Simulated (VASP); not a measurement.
# K (Im-3m) in VASP: a series of runs, part 2 of 2

VASP 6.6.1. The steps go on from the part before.

## 4. Single point, LDA

Input file INCAR:

```
ALGO = Normal ; EDIFF = 1E-6
ENCUT = 520 ; ISIF = 2
ISMEAR = 1 ; LASPH = T
LCHARG = F ; LREAL = F
LWAVE = F ; NBANDS = 10
NELM = 60 ; PREC = Accurate
SIGMA = 0.3
```

Input file KPOINTS:

```
k-points
0
Gamma
  9 9 9
```

Input file POSCAR:

```
K
1.0
   -2.5241928768      2.5241928768      2.5241928768
    2.5241928768     -2.5241928768      2.5241928768
    2.5241928768      2.5241928768     -2.5241928768
K
1
Direct
    0.0000000000      0.0000000000      0.0000000000
```

Run with:

```
$ cat potpaw_LDA.64/K_sv/POTCAR > POTCAR
$ mpirun -np 1 vasp_std > vasp.out
```

Wall time 7.7 s (1 thread of Intel Xeon 6975P-C (Granite Rapids), shared host); peak memory 0.17 GiB.

Results (log left out):

```yaml
Free_energy: -1.1675 eV
Pressure: 0.0 GPa
```

Levels at points of the mesh, in eV from the Fermi level:
| k point | band 1 | band 2 | band 3 | band 4 | band 5 | band 6 | band 7 | band 8 |
| --- | --- | --- | --- | --- | --- | --- | --- | --- |
| (0.00, 0.00, 0.00) | -31.76 | -15.43 | -15.43 | -15.43 | -2.38 | 4.26 | 4.26 | 4.26 |

## 5. Single point, LDA

Input file INCAR:

```
SYSTEM = K
PREC = Accurate
ENCUT = 520
EDIFF = 1E-6
ISMEAR = 1
SIGMA = 0.6
LREAL = .False.
LASPH = .True.
NELM = 80
ALGO = Normal
ISIF = 2
LWAVE = .False.
LCHARG = .False.
NBANDS = 10
```

Input file KPOINTS:

```
regular mesh
0
Gamma
  9 9 9
  0 0 0
```

POSCAR is that of step 4.

Potentials or basis: VASP PAW LDA potentials, release 64 (K_sv).

Run with:

```
$ cat potpaw_LDA.64/K_sv/POTCAR > POTCAR
$ mpirun -np 1 vasp_std > vasp.out
```

OUTCAR:

```text
SYSTEM = K
   PREC = Accurate
   ENCUT = 520
   EDIFF = 1E-6
   ISMEAR = 1
   LREAL = .False.
   LASPH = .True.
   NELM = 80
   ISIF = 2

 ion  position               nearest neighbor table
   1  0.000  0.000  0.000-

  LATTYP: Found a body centered cubic cell.
 ALAT       =     5.0483857536

  Lattice vectors:

 A1 = (  -2.5241928768,   2.5241928768,   2.5241928768)
 A2 = (   2.5241928768,  -2.5241928768,   2.5241928768)
 A3 = (   2.5241928768,   2.5241928768,  -2.5241928768)

Analysis of symmetry for initial positions (statically):
=====================================================================
 Subroutine PRICEL returns:
 Original cell was already a primitive cell.

 Routine SETGRP: Setting up the symmetry group for a
 body centered cubic supercell.

 Subroutine GETGRP returns: Found 48 space group operations
 (whereof 48 operations were pure point group operations)
 out of a pool of 48 trial point group operations.

The static configuration has the point symmetry O_h .

Analysis of symmetry for dynamics (positions and initial velocities):
=====================================================================
 Subroutine PRICEL returns:
 Original cell was already a primitive cell.

 Routine SETGRP: Setting up the symmetry group for a
 body centered cubic supercell.

 Subroutine GETGRP returns: Found 48 space group operations
 (whereof 48 operations were pure point group operations)
 out of a pool of 48 trial point group operations.

The dynamic configuration has the point symmetry O_h .

 Subroutine INISYM returns: Found 48 space group operations
 (whereof 48 operations are pure point group operations),
 and found     1 'primitive' translations

----------------------------------------------------------------------------------------

                                     Primitive cell
[... 112 lines left out ...]
  Thomas-Fermi vector in A             =   1.965745
   LORBIT       =      0    0 simple, 1 ext, 2 COOP (PROOUT), +10 PAW based schemes
   GGA     = CA    functional components
   LHFCALC =     F    Hartree Fock is set to
   AEXX    =    0.0000 exact exchange contribution
   IVDW    =     0    specifies the selected vdW correction
   LEPSILON=     F    determine dielectric tensor
   LRPA    =     F    only Hartree local field effects (RPA)
 non-spin polarized calculation
 Methfessel and Paxton  Order N= 1 SIGMA  =   0.60
  energy-cutoff  :      520.00
  volume of cell :       64.33
 maximum number of plane-waves:      1754
 NGX is ok and might be reduce to    36
   NGX = 17   NGY = 17   NGZ = 17

 number of electron       9.0000001 magnetization

 Free energy of the ion-electron system (eV)
  ---------------------------------------------------
  ext. energy  EPLUGINS =         0.00000000
  ---------------------------------------------------
  free energy    TOTEN  =        -1.16496906 eV

  energy without entropy =       -1.16721607  energy(sigma->0) =       -1.16571806

 E-fermi :   0.0051     XC(G=0):  -6.2251

 val. band max:       -0.0684247672   @ k =  -0.3333   0.4444   0.1111
 cond. band min:       0.0269552907   @ k =   0.4444   0.0000   0.0000
 fundamental gap:      0.0953800579
 Fermi energy:         0.0050836506

 k-point     1 :       0.0000    0.0000    0.0000
  band No.  band energies     occupation
      1     -31.7490      2.00000
      2     -15.4161      2.00000
      3     -15.4161      2.00000
      4     -15.4161      2.00000
      5      -2.3681      2.00000
      6       4.2727     -0.00000
      7       4.2727     -0.00000
      8       4.2727     -0.00000
      9       5.3009     -0.00000
     10       5.3009     -0.00000
[... 287 lines left out ...]
 k-point    24 :      -0.4444   -0.4444    0.1111
  band No.  band energies     occupation
      1     -31.7392      2.00000
      2     -15.5172      2.00000
      3     -15.4698      2.00000
      4     -15.4338      2.00000
      5       0.8469     -0.06332
      6       0.9701     -0.04536
      7       2.7876     -0.00000
      8       4.2832     -0.00000
      9       5.4290     -0.00000
     10       6.1479     -0.00000

 [... further k-points ...]

------------------------ aborting loop because EDIFF is reached ----------------------------------------

  FORCE on cell =-STRESS in cart. coord.  units (eV):
  Direction    XX          YY          ZZ          XY          YZ          ZX
  --------------------------------------------------------------------------------------
  -------------------------------------------------------------------------------------
  Total       -0.0141556     -0.0141556     -0.0141556      0.0000000      0.0000000     -0.0000000
  in kB       -0.3525416     -0.3525416     -0.3525416      0.0000000      0.0000000     -0.0000000
  external PRESSURE =      -0.3525416 kB  Pullay stress =       0.0000000 kB

 VOLUME and BASIS-vectors are now :
 -----------------------------------------------------------------------------
  energy-cutoff  :      520.00
  volume of cell :       64.33
      direct lattice vectors                 reciprocal lattice vectors
    -2.524192877  2.524192877  2.524192877     0.000000000  0.198083120  0.198083120
     2.524192877 -2.524192877  2.524192877     0.198083120  0.000000000  0.198083120
     2.524192877  2.524192877 -2.524192877     0.198083120  0.198083120  0.000000000

 POSITION                                       TOTAL-FORCE (eV/Angst)
 -----------------------------------------------------------------------------------
      0.00000      0.00000      0.00000         0.000000     -0.000000      0.000000
 -----------------------------------------------------------------------------------
    total drift:                               -0.000000      0.000000      0.000000

  FREE ENERGIE OF THE ION-ELECTRON SYSTEM (eV)
  ---------------------------------------------------
  free  energy   TOTEN  =        -1.1649690621 eV

  energy  without entropy=       -1.1672160654  energy(sigma->0) =       -1.16571806
```

OSZICAR:

```text
N       E                     dE             d eps       ncg     rms          rms(c)
DAV:   1     0.498489416494E+02    0.49849E+02   -0.35961E+03   700   0.693E+02
DAV:   2     0.559051527779E+00   -0.49290E+02   -0.48480E+02   756   0.206E+02
DAV:   3    -0.110606474499E+01   -0.16651E+01   -0.16562E+01  1028   0.293E+01
DAV:   4    -0.116431040229E+01   -0.58246E-01   -0.58178E-01  1004   0.486E+00
DAV:   5    -0.116684261015E+01   -0.25322E-02   -0.25315E-02  1102   0.650E-01    0.246E+00
DAV:   6    -0.116541342853E+01    0.14292E-02   -0.21597E-03  1036   0.322E-01    0.155E+00
DAV:   7    -0.116495622967E+01    0.45720E-03   -0.34523E-03   952   0.355E-01    0.646E-02
DAV:   8    -0.116496266928E+01   -0.64396E-05   -0.34151E-04   992   0.183E-01    0.250E-02
DAV:   9    -0.116496969362E+01   -0.70243E-05   -0.12007E-05   952   0.306E-02    0.142E-02
DAV:  10    -0.116496906210E+01    0.63151E-06   -0.59269E-06   994   0.202E-02
   1 F= -.11649691E+01 E0= -.11657181E+01  d E =0.224700E-02
```

stdout:

```text
POSCAR found type information on POSCAR K
 POSCAR found :  1 types and       1 ions
 scaLAPACK will be used
 LDA part: xc-table for (Slater(with rela. corr.)+CA(PZ))
 , standard interpolation
 POSCAR, INCAR and KPOINTS ok, starting setup
 FFT: planning ... GRIDC
 FFT: planning ... GRID_SOFT
 FFT: planning ... GRID
 WAVECAR not read
 entering main loop
```

Wall time 7.2 s (1 thread of Intel Xeon 6975P-C (Granite Rapids), shared host); peak memory 0.17 GiB.

What came out:

| Property | Result |
| --- | --- |
| Free energy | -1.1650 eV |
| Pressure | 0.0 GPa |

## 6. Summary

| smearing | gap on the mesh (eV) | pressure (GPa) |
| --- | --- | --- |
| methfessel-paxton 0.1 eV | none | 0.0 |
| methfessel-paxton 0.2 eV | none | 0.0 |
| methfessel-paxton 0.3 eV | none | 0.0 |
| methfessel-paxton 0.6 eV | none | 0.0 |

Alike in all rows: task single point; level LDA; potentials or basis VASP PAW LDA potentials, release 64 (K_sv); no spin polarisation; cell as given; k mesh 9 × 9 × 9; cutoff (eV) 520.

Every run on the cell as given and a fine mesh finds a metal.

Total energies depend on the potentials used, so only differences within one code and one set of settings carry meaning.
